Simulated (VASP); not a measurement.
# SiB2 (P-6m2) in VASP: further runs, part 2 of 2

VASP 6.6.1. Earlier steps stand in the parts before.

### 3 Single point, PBE

This run uses another cell than the first one, of 10.26 Å³/atom.

Contents of INCAR:

```
SYSTEM = SiB2
PREC     = Accurate       ! precision mode
ENCUT    = 520            ! plane-wave cutoff, eV
EDIFF    = 1E-6           ! SCF threshold, eV
ISMEAR   = 0              ! smearing method
SIGMA    = 0.1            ! smearing width, eV
LREAL    = .False.        ! projectors in reciprocal space
LASPH    = .True.         ! aspherical terms in the spheres
NELM     = 100            ! most SCF steps
ALGO     = Normal         ! electronic algorithm
ISIF     = 2              ! what is computed and relaxed
LWAVE    = .False.        ! write WAVECAR
LCHARG   = .False.        ! write CHGCAR
GGA      = PE             ! functional
NBANDS   = 12             ! bands
```

Contents of KPOINTS:

```
Automatic mesh
0
Gamma
  6 6 4
  0 0 0
```

Contents of POSCAR:

```
SiB2
1.0
    2.8006718786     -0.0000000028      0.0000000000
   -1.4003359369      2.4254529960      0.0000000000
    0.0000000000      0.0000000000      4.5308655926
Si B
1 2
Direct
    0.6666666667      0.3333333333      0.0000000000
    0.0000000000      0.0000000000      0.3172568306
    0.0000000000      0.0000000000      0.6827431694
```

Potentials or basis: VASP PAW PBE potentials, release 64 (Si, B).

On the command line:

```sh
> cat potpaw_PBE.64/Si/POTCAR potpaw_PBE.64/B/POTCAR > POTCAR
> mpirun -np 1 vasp_std > vasp.out
```

OUTCAR:

```text
SYSTEM = SiB2
   PREC = Accurate
   ENCUT = 520
   EDIFF = 1E-6
   ISMEAR = 0
   LREAL = .False.
   LASPH = .True.
   NELM = 100
   ISIF = 2
   GGA = PE

 ion  position               nearest neighbor table
   1  0.667  0.333  0.000-   2 2.16   3 2.16   2 2.16   3 2.16   2 2.16   3 2.16
   2  0.000  0.000  0.317-   3 1.66   1 2.16   1 2.16   1 2.16
   3  0.000  0.000  0.683-   2 1.66   1 2.16   1 2.16   1 2.16

  LATTYP: Found a hexagonal cell.
 ALAT       =     2.8006718786
 C/A-ratio  =     1.6177780865

  Lattice vectors:

 A1 = (   2.8006718786,  -0.0000000028,   0.0000000000)
 A2 = (  -1.4003359369,   2.4254529960,   0.0000000000)
 A3 = (   0.0000000000,   0.0000000000,   4.5308655926)

Analysis of symmetry for initial positions (statically):
=====================================================================
 Subroutine PRICEL returns:
 Original cell was already a primitive cell.

 Routine SETGRP: Setting up the symmetry group for a
 hexagonal supercell.

 Subroutine GETGRP returns: Found 12 space group operations
 (whereof 12 operations were pure point group operations)
 out of a pool of 24 trial point group operations.

The static configuration has the point symmetry D_3h.

Analysis of symmetry for dynamics (positions and initial velocities):
=====================================================================
 Subroutine PRICEL returns:
 Original cell was already a primitive cell.

 Routine SETGRP: Setting up the symmetry group for a
 hexagonal supercell.

 Subroutine GETGRP returns: Found 12 space group operations
 (whereof 12 operations were pure point group operations)
 out of a pool of 24 trial point group operations.

The dynamic configuration has the point symmetry D_3h.

 Subroutine INISYM returns: Found 12 space group operations
 (whereof 12 operations are pure point group operations),
 and found     1 'primitive' translations

----------------------------------------------------------------------------------------

                                     Primitive cell

  volume of cell :      30.7777

  direct lattice vectors                    reciprocal lattice vectors
     2.800671879 -0.000000003  0.000000000     0.357057179  0.206147058  0.000000000
    -1.400335937  2.425452996  0.000000000     0.000000000  0.412294117  0.000000000
     0.000000000  0.000000000  4.530865593     0.000000000  0.000000000  0.220708379

  length of vectors
     2.800671879  2.800671879  4.530865593     0.412294117  0.412294117  0.220708379

  position of ions in fractional coordinates (direct lattice)
     0.666666667  0.333333333  0.000000000
     0.000000000  0.000000000  0.317256831
     0.000000000  0.000000000  0.682743169

  ion indices of the primitive-cell ions
   primitive index   ion index
                 1           1
                 2           2
                 3           3

----------------------------------------------------------------------------------------

 KPOINTS: Automatic mesh

Automatic generation of k-mesh.
[... 28 lines left out ...]
  0.333333  0.166667  0.000000     12.000000
[... 13 lines left out ...]
  0.333333  0.166667  0.500000     12.000000
  0.333333  0.333333  0.500000      2.000000
   k-points           NKPTS =     21   k-points in BZ     NKDIM =     21   number of bands    NBANDS=     12
   number of dos      NEDOS =    301   number of ions     NIONS =      3
   total plane-waves  NPLWV =  20736
   dimension x,y,z NGX =    24 NGY =   24 NGZ =   36
   dimension x,y,z NGXF=    48 NGYF=   48 NGZF=   72
   ions per type =               1   2
   NGX,Y,Z   is equivalent  to a cutoff of  14.25, 14.25, 13.21 a.u.
   NGXF,Y,Z  is equivalent  to a cutoff of  28.49, 28.49, 26.42 a.u.
 SYSTEM =  SiB2
   PREC   = accura    normal or accurate (medium, high low for compatibility)
   ISTART =      0    job   : 0-new  1-cont  2-samecut
   ICHARG =      2    charge: 1-file 2-atom 10-const
   ISPIN  =      1    spin polarized calculation?
   LNONCOLLINEAR =      F non collinear calculations
   LSORBIT =      F    spin-orbit coupling
   LASPH  =      T    aspherical Exc in radial PAW
   ENCUT  =  520.0 eV  38.22 Ry    6.18 a.u.   5.21  5.21  8.42*2*pi/ulx,y,z
   NELM   =    100;   NELMIN=  2; NELMDL= -5     # of ELM steps
   EDIFF  = 0.1E-05   stopping-criterion for ELM
   LREAL  =      F    real-space projection
   EDIFFG = 0.1E-04   stopping-criterion for IOM
   NSW    =      0    number of steps for IOM
   IBRION =     -1    ionic relax: 0-MD 1-quasi-New 2-CG
   NFREE  =      0    steps in history (QN), initial steepest desc. (CG)
   ISIF   =      2    stress and relaxation
   ISYM   =      2    0-nonsym 1-usesym 2-fastsym
   POTIM  = 0.5000    time-step for ionic-motion
   TEBEG  =    0.0;   TEEND  =   0.0 temperature during run
   PSTRESS=    0.0 pullay stress
   NELECT =      10.0000    total number of electrons
   NUPDOWN=      -1.0000    fix difference up-down
   EMIN   =  10.00;   EMAX   =-10.00  energy-range for DOS
   EFERMI =   0.00;   METHOD = LEGACY
   ISMEAR =     0;   SIGMA  =   0.10  broadening in eV -4-tet -1-fermi 0-gaus
   EFERMI_NEDOS =   21; number of points for ismear=-14 and -15
   IALGO  =     38    algorithm
   IMIX   =      4    mixing-type and parameters
     AMIX     =   0.40;   BMIX     =  1.00
     AMIX_MAG =   1.60;   BMIX_MAG =  1.00
  volume/ion in A,a.u.               =      10.26        69.23
  Fermi-wavevector in a.u.,A,eV,Ry     =   1.125458  2.126808 17.233906  1.266656
  Thomas-Fermi vector in A             =   2.262135
   LORBIT       =      0    0 simple, 1 ext, 2 COOP (PROOUT), +10 PAW based schemes
   GGA     = PE    functional components
   LHFCALC =     F    Hartree Fock is set to
   AEXX    =    0.0000 exact exchange contribution
   IVDW    =     0    specifies the selected vdW correction
   LEPSILON=     F    determine dielectric tensor
   LRPA    =     F    only Hartree local field effects (RPA)
 non-spin polarized calculation
 Gauss-broadening in eV      SIGMA  =   0.10
  energy-cutoff  :      520.00
  volume of cell :       30.78
 maximum number of plane-waves:       848
 NGX is ok and might be reduce to    24
   NGX = 11   NGY = 11   NGZ = 17

 number of electron      10.0000000 magnetization

 Free energy of the ion-electron system (eV)
  ---------------------------------------------------
  ext. energy  EPLUGINS =         0.00000000
  ---------------------------------------------------
  free energy    TOTEN  =       -16.00769377 eV

  energy without entropy =      -16.00188464  energy(sigma->0) =      -16.00478921

 E-fermi :   7.4354     XC(G=0): -11.2074

 val. band max:        7.4246866022   @ k =   0.5000  -0.0000   0.0000
 cond. band min:       7.4470734268   @ k =   0.1667   0.1667   0.5000
 fundamental gap:      0.0223868246
 Fermi energy:         7.4354002893

 k-point     1 :       0.0000    0.0000    0.0000
  band No.  band energies     occupation
      1      -7.2033      2.00000
      2      -0.7184      2.00000
      3      -0.5251      2.00000
      4      10.3346      0.00000
      5      10.3346      0.00000
      6      14.6422      0.00000
      7      14.6422      0.00000
      8      14.9648      0.00000
      9      16.2017      0.00000
     10      16.2017      0.00000
     11      18.3622      0.00000
     12      18.7287      0.00000
[... 286 lines left out ...]
 k-point    21 :       0.3333    0.3333    0.5000
  band No.  band energies     occupation
      1      -0.0790      2.00000
      2       1.1928      2.00000
      3       1.3202      2.00000
      4       2.4979      2.00000
      5       2.9414      2.00000
      6       4.2566      2.00000
      7       7.7408      0.00002
      8      15.3041      0.00000
      9      15.8447      0.00000
     10      16.3613      0.00000
     11      16.7111      0.00000
     12      19.2381      0.00000

------------------------ aborting loop because EDIFF is reached ----------------------------------------

  FORCE on cell =-STRESS in cart. coord.  units (eV):
  Direction    XX          YY          ZZ          XY          YZ          ZX
  --------------------------------------------------------------------------------------
  -------------------------------------------------------------------------------------
  Total       -0.0260923     -0.0260923      0.0286339      0.0000000      0.0000000      0.0000000
  in kB       -1.3582743     -1.3582743      1.4905793      0.0000000      0.0000000      0.0000000
  external PRESSURE =      -0.4086565 kB  Pullay stress =       0.0000000 kB

 VOLUME and BASIS-vectors are now :
 -----------------------------------------------------------------------------
  energy-cutoff  :      520.00
  volume of cell :       30.78
      direct lattice vectors                 reciprocal lattice vectors
     2.800671879 -0.000000003  0.000000000     0.357057179  0.206147058  0.000000000
    -1.400335937  2.425452996  0.000000000     0.000000000  0.412294117  0.000000000
     0.000000000  0.000000000  4.530865593     0.000000000  0.000000000  0.220708379

 POSITION                                       TOTAL-FORCE (eV/Angst)
 -----------------------------------------------------------------------------------
      1.40034      0.80848      0.00000        -0.000000      0.000000     -0.000000
      0.00000      0.00000      1.43745         0.000000      0.000000     -0.028616
      0.00000      0.00000      3.09342        -0.000000     -0.000000      0.028616
 -----------------------------------------------------------------------------------
    total drift:                                0.000000     -0.000000      0.000000

  FREE ENERGIE OF THE ION-ELECTRON SYSTEM (eV)
  ---------------------------------------------------
  free  energy   TOTEN  =       -16.0076937717 eV

  energy  without entropy=      -16.0018846404  energy(sigma->0) =      -16.00478921
```

Run time: 12 s. Hardware: 1 thread of Intel Xeon Platinum 8259CL at 2.50GHz (Skylake/Cascade Lake), shared host; peak memory 0.14 GiB.

Results:

```yaml
Free_energy: -16.0077 eV
Pressure: 0.0 GPa
Largest_force: 0.029 eV/Å
Band_gap_on_the_k_mesh: zero (bands 5 and 6 overlap by 7.15 eV)
```

Forces on the atoms (eV/Å):
```
Si   0.000  0.000  0.000
B    0.000  0.000 -0.029
B    0.000  0.000  0.029
```

Caveat: the k points lie up to 0.43 Å⁻¹ apart, too coarse for converged energies and pressures of a metal.

The gap in the log of VASP goes by the Fermi energy; the results here count the filled bands.